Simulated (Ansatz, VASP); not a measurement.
## KI: VASP beside Ansatz

INCAR

```
SYSTEM = KI
ALGO = Normal
EDIFF = 1E-6
ENCUT = 500
GGA = PE
GGA_COMPAT = .False.
ISIF = 2
ISMEAR = 0
LASPH = .True.
LCHARG = .False.
LREAL = .False.
LWAVE = .False.
NBANDS = 15
NELM = 120
PREC = Accurate
SIGMA = 0.01
```

File KPOINTS:

```
k-points
0
Gamma
  6 6 6
  0 0 0
```

POSCAR

```
KI
1.0
    0.0000000000      3.4606573152      3.4606573152
    3.4606573152      0.0000000000      3.4606573152
    3.4606573152      3.4606573152      0.0000000000
K I
1 1
Direct
    0.0000000000      0.0000000000      0.0000000000
    0.5000000000      0.5000000000      0.5000000000
```

Input for Ansatz:

```yaml
crystal:
  lattice:
    - [0.0, 3.4606573152176177, 3.4606573152176177]
    - [3.4606573152176177, 0.0, 3.4606573152176177]
    - [3.4606573152176177, 3.4606573152176177, 0.0]
  atoms:
    - { symbol: K, position: [0.0, 0.0, 0.0] }
    - { symbol: I, position: [0.5, 0.5, 0.5] }
basis:
  ecutwfc: 450.0
kpoints:
  mp_grid:
    grid: [6, 6, 6]
hamiltonian:
  xc: pbe
  pseudopotentials:
    kind: paw
scf:
  occupations:
    method: fixed
output:
  stress: true
```

Alike in both runs: task single point; functional PBE; k mesh 6 × 6 × 6; no spin polarisation.

|  | VASP | Ansatz |
| --- | --- | --- |
| version | VASP 6.6.1 | Ansatz 0.2.0 |
| potentials or method | VASP PAW PBE potentials, release 64 (K_sv, I), cutoff 500 eV | plane waves, PAW |
| occupations | gaussian, width 0.01 eV | fixed |
| valence electrons in the cell | 16 | 26 |

Ansatz gave:

```
pressure (GPa) : 1.5
```

Problem. Estimate VASP's values.

Solution. Pressure (GPa): 1.6.

VASP's potentials hold 16 valence electrons a cell and Ansatz's 26, so a difference there can come from the potentials and not from the codes.

Spin-orbit coupling is off throughout.
